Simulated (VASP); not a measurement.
A run of VASP 6.6.1 is set up as follows.

The input INCAR:

```
ALGO = Normal
EDIFF = 1E-6
ENCUT = 520
GGA = PE
ISIF = 2
ISMEAR = 0
IVDW = 12
LASPH = T
LCHARG = T
LELF = T
LREAL = Auto
LVHAR = T
LWAVE = F
NBANDS = 62
NELM = 60
PREC = Accurate
SIGMA = 0.1
```

Contents of KPOINTS:

```
k-points
0
Gamma
  4 4 4
```

The input POSCAR:

```
P
1.0
    4.8145205310     -2.4072602655      4.8147372112
   -2.4072602655     -4.8145205310     -4.8147372112
    2.4072602655      4.8145205310     -4.8147372112
P
19
Direct
    0.2061223737      0.8042934273      0.4022079471
    0.1928416327      0.5451125015      0.1477292132
   -0.0026166676      0.7522708578      0.7451125126
    0.0020853582      0.4977919786      0.5039142912
    0.0043996904      0.2609725978      0.2434271746
    0.0020853582     -0.0018289549      0.0042933577
    0.8026166625      0.9477292496      0.3548874948
    0.7979146366      0.7018290024      0.0957065897
    0.5938776212      0.8957065762      0.6977919565
    0.6175455231      0.6565729047      0.4609727003
    0.5938776212      0.3960856427      0.1981710230
    0.3999999559      0.5943893805      0.7943893584
    0.3999999559      0.3500000299      0.5500000079
    0.3999999559      0.1056105756      0.3056105535
    0.2061224568      0.3039143548      0.9018290135
    0.1824545548      0.0434271967      0.6390274400
    0.7956002213      0.4390274621      0.8565728411
    0.7979145535      0.2022079774      0.5960856207
    0.6071582790      0.1548875584      0.9522708025
```

Potentials or basis: VASP PAW PBE potentials, release 64 (P).

Launch:

```bash
$ cat potpaw_PBE.64/P/POTCAR > POTCAR
$ mpirun -np 1 vasp_std > vasp.out
```

(1) Estimate the largest force.

(2) Predict the pressure.

## Answers

(1) 0.025 eV/Å.

(2) -0.3 GPa.
